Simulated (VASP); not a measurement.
**VN: relaxation of the atoms with PBE**

The system is VN.

```
V N
1.0
     0.00000    2.06400    2.06400
     2.06400    0.00000    2.06400
     2.06400    2.06400    0.00000
V N
1 1
Direct
  0.00000 0.00000 0.00000
  0.50000 0.50000 0.50000
```

| Property | Result |
| --- | --- |
| Program | VASP 6.6.1 |
| Task | relaxation of the atoms |
| Functional | PBE |
| Potentials or basis | VASP PAW PBE potentials, release 64 (V_sv, N) |
| Cutoff | 520 eV |
| k mesh | 19 × 19 × 19 |
| Occupations | fermi-dirac, width 0.05 eV |
| Spin | collinear spin, ferromagnetic start |
| Starting moments | [2.0, 0.0] μB |
| Dipole correction | no |
| Further INCAR settings | ALGO = Normal; EDIFF = 1e-07; IBRION = 2; EDIFFG = -0.02; NSW = 80 |

* Pressure after relaxing: -1.7 GPa
* Band gap on the k mesh: zero (filled and empty bands overlap)
* Net moment: 0.00 μB per cell
* Valence electrons inside the program's atomic spheres: V 11.65; N 3.76

Final structure:
```cif
data_structure
_symmetry_space_group_name_H-M 'P 1'
_symmetry_Int_Tables_number 1
_cell_length_a 2.9189
_cell_length_b 2.9189
_cell_length_c 2.9189
_cell_angle_alpha 60.000
_cell_angle_beta 60.000
_cell_angle_gamma 60.000
_cell_volume 17.59
loop_
_atom_site_label
_atom_site_type_symbol
_atom_site_fract_x
_atom_site_fract_y
_atom_site_fract_z
_atom_site_occupancy
V1 V 0.00000 0.00000 0.00000 1
N1 N 0.50000 0.50000 0.50000 1
```

Levels at points of the mesh, in eV from the Fermi level:
Spin up:
```csv
k point,band 5,band 6,band 7,band 8,band 9,band 10,band 11,band 12,band 13,band 14
"(0.00, 0.00, 0.00)",-17.93,-2.22,-2.22,-2.22,-1.52,-1.52,-1.52,-0.46,-0.46,5.92
```
Spin down:
| k point | band 7 | band 8 | band 9 | band 10 | band 11 | band 12 |
| --- | --- | --- | --- | --- | --- | --- |
| (0.00, 0.00, 0.00) | -2.22 | -2.22 | -1.52 | -1.52 | -1.52 | -0.46 |

It took 28 s on 4 MPI ranks on Intel(R) Xeon(R) Platinum 8259CL CPU @ 2.50GHz (Skylake/Cascade Lake) (shared host), peak memory 0.2 GiB a rank.

Caveat: the relaxation stopped at its first step, so nothing moved; the moments typed at the start vanished in this run. With open d or f shells a metallic result of PBE can be an artefact of self-interaction; +U or a hybrid may open a gap.
